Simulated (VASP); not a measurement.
# SnO (Pm-3m) in VASP: notebook

Aim: see how the results for SnO move with the level of theory and the settings. Levels: r2SCAN+D4, PBE-based screened hybrid with 75 % exact exchange, PBE-based screened hybrid with 5 % exact exchange, PBE-based screened hybrid with 20 % exact exchange, HSE06. Tasks: single point.

Everything below comes from runs of VASP 6.6.1. Logs are shortened: lines on timing, memory, paths and dates and some standing lists are left out, and cuts for length are marked.

## Step 1: The cell of the first run

The structure is cubic, space group Pm-3m (No. 221). Conventional cell: a = 3.103 Å, b = 3.103 Å, c = 3.103 Å, α = 90.00°, β = 90.00°, γ = 90.00°. Within 3.5 Å of Sn (site symmetry m-3m) lie 8 O at 2.69 Å and 6 Sn at 3.10 Å. O (site symmetry m-3m) has 8 Sn at 2.69 Å and 6 O at 3.10 Å within 3.5 Å.

## Step 2: Single point, r2SCAN+D4

POSCAR

```
SnO
1.0
    3.1034067823      0.0000000000      0.0000000000
    0.0000000000      3.1034067823      0.0000000000
    0.0000000000      0.0000000000      3.1034067823
Sn O
1 1
Direct
    0.0000000000      0.0000000000      0.0000000000
    0.5000000000      0.5000000000      0.5000000000
```

INCAR.step1

```
PREC = Accurate
ENCUT = 520
ISMEAR = 0
SIGMA = 0.01
LREAL = F
LASPH = T
NELM = 80
NBANDS = 17
GGA = PE
ALGO = Normal
EDIFF = 1E-4
LWAVE = T
LCHARG = F
```

INCAR.step2

```
PREC = Accurate
ENCUT = 520
EDIFF = 1E-7
ISMEAR = 0
SIGMA = 0.01
LREAL = F
LASPH = T
NELM = 80
ALGO = Normal
ISIF = 2
LWAVE = F
LCHARG = F
METAGGA = R2SCAN
LMIXTAU = T
IVDW = 13
VDW_S6 = 1.0
VDW_S8 = 0.6018749
VDW_A1 = 0.51559235
VDW_A2 = 5.77342911
NBANDS = 17
ISTART = 1
```

KPOINTS

```
Automatic mesh
0
Gamma
  6 6 6
```

Potentials or basis: VASP PAW PBE potentials, release 64 (Sn_d, O).

Command:

```console
> cat potpaw_PBE.64/Sn_d/POTCAR potpaw_PBE.64/O/POTCAR > POTCAR
> cp INCAR.step1 INCAR
> mpirun -np 1 vasp_std > vasp.out
> cp INCAR.step2 INCAR
> mpirun -np 1 vasp_std > vasp.out
```

OUTCAR:

```text
PREC = Accurate
   ENCUT = 520
   EDIFF = 1E-7
   ISMEAR = 0
   LREAL = F
   LASPH = T
   NELM = 80
   ISIF = 2
   METAGGA = R2SCAN
   IVDW = 13
   ISTART = 1

 ion  position               nearest neighbor table
   1  0.000  0.000  0.000-   2 2.69   2 2.69   2 2.69   2 2.69   2 2.69   2 2.69   2 2.69   2 2.69

   2  0.500  0.500  0.500-   1 2.69   1 2.69   1 2.69   1 2.69   1 2.69   1 2.69   1 2.69   1 2.69

  LATTYP: Found a simple cubic cell.
 ALAT       =     3.1034067823

  Lattice vectors:

 A1 = (   3.1034067823,   0.0000000000,   0.0000000000)
 A2 = (   0.0000000000,   3.1034067823,   0.0000000000)
 A3 = (   0.0000000000,   0.0000000000,   3.1034067823)

Analysis of symmetry for initial positions (statically):
=====================================================================
 Subroutine PRICEL returns:
 Original cell was already a primitive cell.

 Routine SETGRP: Setting up the symmetry group for a
 simple cubic supercell.

 Subroutine GETGRP returns: Found 48 space group operations
 (whereof 48 operations were pure point group operations)
 out of a pool of 48 trial point group operations.

The static configuration has the point symmetry O_h .

Analysis of symmetry for dynamics (positions and initial velocities):
=====================================================================
 Subroutine PRICEL returns:
 Original cell was already a primitive cell.

 Routine SETGRP: Setting up the symmetry group for a
 simple cubic supercell.

 Subroutine GETGRP returns: Found 48 space group operations
 (whereof 48 operations were pure point group operations)
 out of a pool of 48 trial point group operations.

The dynamic configuration has the point symmetry O_h .

 Subroutine INISYM returns: Found 48 space group operations
 (whereof 48 operations are pure point group operations),
 and found     1 'primitive' translations

----------------------------------------------------------------------------------------

                                     Primitive cell

  volume of cell :      29.8893

  direct lattice vectors                    reciprocal lattice vectors
     3.103406782  0.000000000  0.000000000     0.322226530  0.000000000  0.000000000
     0.000000000  3.103406782  0.000000000     0.000000000  0.322226530  0.000000000
     0.000000000  0.000000000  3.103406782     0.000000000  0.000000000  0.322226530

  length of vectors
     3.103406782  3.103406782  3.103406782     0.322226530  0.322226530  0.322226530

  position of ions in fractional coordinates (direct lattice)
     0.000000000  0.000000000  0.000000000
     0.500000000  0.500000000  0.500000000

  ion indices of the primitive-cell ions
   primitive index   ion index
                 1           1
                 2           2

----------------------------------------------------------------------------------------

 KPOINTS: Automatic mesh

Automatic generation of k-mesh.
 Grid dimensions read from file:
 generate k-points for:    6    6    6

 Generating k-lattice:

  Cartesian coordinates                     Fractional coordinates (reciprocal lattice)
     0.053704422  0.000000000  0.000000000     0.166666667  0.000000000  0.000000000
     0.000000000  0.053704422  0.000000000     0.000000000  0.166666667  0.000000000
     0.000000000  0.000000000  0.053704422     0.000000000  0.000000000  0.166666667

  Length of vectors
     0.053704422  0.053704422  0.053704422

  Shift w.r.t. Gamma in fractional coordinates (k-lattice)
     0.000000000  0.000000000  0.000000000

 Subroutine IBZKPT returns following result:
 ===========================================

 Found     20 irreducible k-points:

 Following reciprocal coordinates:
            Coordinates               Weight
  0.000000  0.000000  0.000000      1.000000
  0.166667  0.000000  0.000000      6.000000
  0.333333  0.000000  0.000000      6.000000
  0.500000  0.000000  0.000000      3.000000
  0.166667  0.166667  0.000000     12.000000
  0.333333  0.166667  0.000000     24.000000
[... 12 lines left out ...]
  0.500000  0.500000  0.333333      6.000000
  0.500000  0.500000  0.500000      1.000000
   k-points           NKPTS =     20   k-points in BZ     NKDIM =     20   number of bands    NBANDS=     17
   number of dos      NEDOS =    301   number of ions     NIONS =      2
   total plane-waves  NPLWV =  13824
   dimension x,y,z NGX =    24 NGY =   24 NGZ =   24
   dimension x,y,z NGXF=    48 NGYF=   48 NGZF=   48
   ions per type =               1   1
   NGX,Y,Z   is equivalent  to a cutoff of  12.86, 12.86, 12.86 a.u.
   NGXF,Y,Z  is equivalent  to a cutoff of  25.71, 25.71, 25.71 a.u.
 SYSTEM =  unknown system
   PREC   = accura    normal or accurate (medium, high low for compatibility)
   ISTART =      1    job   : 0-new  1-cont  2-samecut
   ICHARG =      0    charge: 1-file 2-atom 10-const
   ISPIN  =      1    spin polarized calculation?
   LNONCOLLINEAR =      F non collinear calculations
   LSORBIT =      F    spin-orbit coupling
   LASPH  =      T    aspherical Exc in radial PAW
   ENCUT  =  520.0 eV  38.22 Ry    6.18 a.u.   5.77  5.77  5.77*2*pi/ulx,y,z
   NELM   =     80;   NELMIN=  2; NELMDL=  0     # of ELM steps
   EDIFF  = 0.1E-06   stopping-criterion for ELM
   LREAL  =      F    real-space projection
   EDIFFG = 0.1E-05   stopping-criterion for IOM
   NSW    =      0    number of steps for IOM
   IBRION =     -1    ionic relax: 0-MD 1-quasi-New 2-CG
   NFREE  =      0    steps in history (QN), initial steepest desc. (CG)
   ISIF   =      2    stress and relaxation
   ISYM   =      2    0-nonsym 1-usesym 2-fastsym
   POTIM  = 0.5000    time-step for ionic-motion
   TEBEG  =    0.0;   TEEND  =   0.0 temperature during run
   PSTRESS=    0.0 pullay stress
   NELECT =      20.0000    total number of electrons
   NUPDOWN=      -1.0000    fix difference up-down
   EMIN   =  10.00;   EMAX   =-10.00  energy-range for DOS
   EFERMI =   0.00;   METHOD = LEGACY
   ISMEAR =     0;   SIGMA  =   0.01  broadening in eV -4-tet -1-fermi 0-gaus
   EFERMI_NEDOS =   21; number of points for ismear=-14 and -15
   IALGO  =     38    algorithm
   IMIX   =      4    mixing-type and parameters
     AMIX     =   0.40;   BMIX     =  1.00
     AMIX_MAG =   1.60;   BMIX_MAG =  1.00
  volume/ion in A,a.u.               =      14.94       100.85
  Fermi-wavevector in a.u.,A,eV,Ry     =   1.431900  2.705899 27.896550  2.050339
  Thomas-Fermi vector in A             =   2.551586
   LORBIT       =      0    0 simple, 1 ext, 2 COOP (PROOUT), +10 PAW based schemes
   METAGGA = R2SCAN    functional components
   LHFCALC =     F    Hartree Fock is set to
   AEXX    =    0.0000 exact exchange contribution
   IVDW    =    13    specifies the selected vdW correction
   LEPSILON=     F    determine dielectric tensor
   LRPA    =     F    only Hartree local field effects (RPA)
 non-spin polarized calculation
 Gauss-broadening in eV      SIGMA  =   0.01
  energy-cutoff  :      520.00
  volume of cell :       29.89
 maximum number of plane-waves:       840
 NGX is ok and might be reduce to    24
   NGX = 11   NGY = 11   NGZ = 11

 number of electron      19.9999991 magnetization

 Free energy of the ion-electron system (eV)
  ---------------------------------------------------
  ext. energy  EPLUGINS =         0.00000000
  ---------------------------------------------------
  free energy    TOTEN  =       -31.58881478 eV

  energy without entropy =      -31.58881478  energy(sigma->0) =      -31.58881478

 E-fermi :   8.1311     XC(G=0): -12.1178

 val. band max:        8.0856672407   @ k =   0.5000   0.1667   0.0000
 cond. band min:       8.4388513246   @ k =   0.5000   0.5000   0.5000
 fundamental gap:      0.3531840839
 Fermi energy:         8.1311025912

 k-point     1 :       0.0000    0.0000    0.0000
  band No.  band energies     occupation
      1     -14.2121      2.00000
      2     -14.2121      2.00000
      3     -13.8215      2.00000
      4     -13.8215      2.00000
      5     -13.8215      2.00000
      6     -10.8766      2.00000
[... 9 lines left out ...]
     16      28.6023      0.00000
     17      28.9057      0.00000

 k-point     2 :       0.1667    0.0000    0.0000
  band No.  band energies     occupation
      1     -14.2079      2.00000
      2     -14.1418      2.00000
      3     -13.8458      2.00000
      4     -13.8458      2.00000
      5     -13.8194      2.00000
      6     -10.7219      2.00000
[... 9 lines left out ...]
     16      25.9852      0.00000
     17      27.5485      0.00000

 k-point     3 :       0.3333    0.0000    0.0000
  band No.  band energies     occupation
      1     -14.1997      2.00000
      2     -14.0010      2.00000
      3     -13.8940      2.00000
      4     -13.8940      2.00000
      5     -13.8153      2.00000
      6     -10.3838      2.00000
[... 9 lines left out ...]
     16      23.6739      0.00000
     17      26.8353      0.00000

 k-point     4 :       0.5000    0.0000    0.0000
  band No.  band energies     occupation
      1     -14.1955      2.00000
      2     -13.9305      2.00000
      3     -13.9179      2.00000
      4     -13.9179      2.00000
      5     -13.8133      2.00000
      6     -10.1974      2.00000
[... 9 lines left out ...]
     16      26.4704      0.00000
     17      26.8869      0.00000
[... 263 lines left out ...]
      1     -14.0420      2.00000
      2     -14.0020      2.00000
      3     -13.9694      2.00000
      4     -13.8594      2.00000
      5     -13.7829      2.00000
      6      -9.5824      2.00000
[... 9 lines left out ...]
     16      22.2016      0.00000
     17      30.6388      0.00000

 k-point    19 :       0.5000    0.5000    0.3333
  band No.  band energies     occupation
      1     -14.0597      2.00000
      2     -13.9986      2.00000
      3     -13.9986      2.00000
      4     -13.8201      2.00000
      5     -13.7404      2.00000
      6      -9.5301      2.00000
[... 9 lines left out ...]
     16      21.8816      0.00000
     17      30.0549      0.00000

 k-point    20 :       0.5000    0.5000    0.5000
  band No.  band energies     occupation
      1     -14.0305      2.00000
      2     -14.0305      2.00000
      3     -14.0305      2.00000
      4     -13.7390      2.00000
      5     -13.7390      2.00000
      6      -9.5143      2.00000
[... 9 lines left out ...]
     16      21.7038      0.00000
     17      29.1106      0.00000

------------------------ aborting loop because EDIFF is reached ----------------------------------------

  DFT-D4 for vdW energy calculation

  Edisp (eV):   -0.22971

  FORCE on cell =-STRESS in cart. coord.  units (eV):
  Direction    XX          YY          ZZ          XY          YZ          ZX
  --------------------------------------------------------------------------------------
  -------------------------------------------------------------------------------------
  Total      -0.09125    -0.09125    -0.09125     0.00000     0.00000    -0.00000
  in kB      -4.89133    -4.89133    -4.89133     0.00000     0.00000    -0.00000
  external pressure =       -4.89 kB  Pullay stress =        0.00 kB

 VOLUME and BASIS-vectors are now :
 -----------------------------------------------------------------------------
  energy-cutoff  :      520.00
  volume of cell :       29.89
      direct lattice vectors                 reciprocal lattice vectors
     3.103406782  0.000000000  0.000000000     0.322226530  0.000000000  0.000000000
     0.000000000  3.103406782  0.000000000     0.000000000  0.322226530  0.000000000
     0.000000000  0.000000000  3.103406782     0.000000000  0.000000000  0.322226530

 POSITION                                       TOTAL-FORCE (eV/Angst)
 -----------------------------------------------------------------------------------
      0.00000      0.00000      0.00000         0.000000      0.000000      0.000000
      1.55170      1.55170      1.55170         0.000000      0.000000      0.000000
 -----------------------------------------------------------------------------------
    total drift:                                0.000000      0.000000     -0.000000

  FREE ENERGIE OF THE ION-ELECTRON SYSTEM (eV)
  ---------------------------------------------------
  free  energy   TOTEN  =       -31.8185219627 eV

  energy  without entropy=      -31.8185219627  energy(sigma->0) =      -31.81852196
```

Wall time 19 s (1 thread of Intel Xeon Platinum 8488C (Sapphire Rapids), shared host); peak memory 0.14 GiB.

Results:

```yaml
Free_energy: -31.8185 eV
Pressure: -0.5 GPa
Band_gap_on_the_k_mesh: 0.35 eV (least direct gap 1.02 eV)
Dispersion_energy_per_atom: -0.115 eV
```

Caveat: the PAW data sets were made with another functional, which shifts forces and pressure a little; spin-orbit coupling is left out, which moves the levels of the heavy elements. A k mesh can miss the band edges.

(Continued in part 2 of 2.)
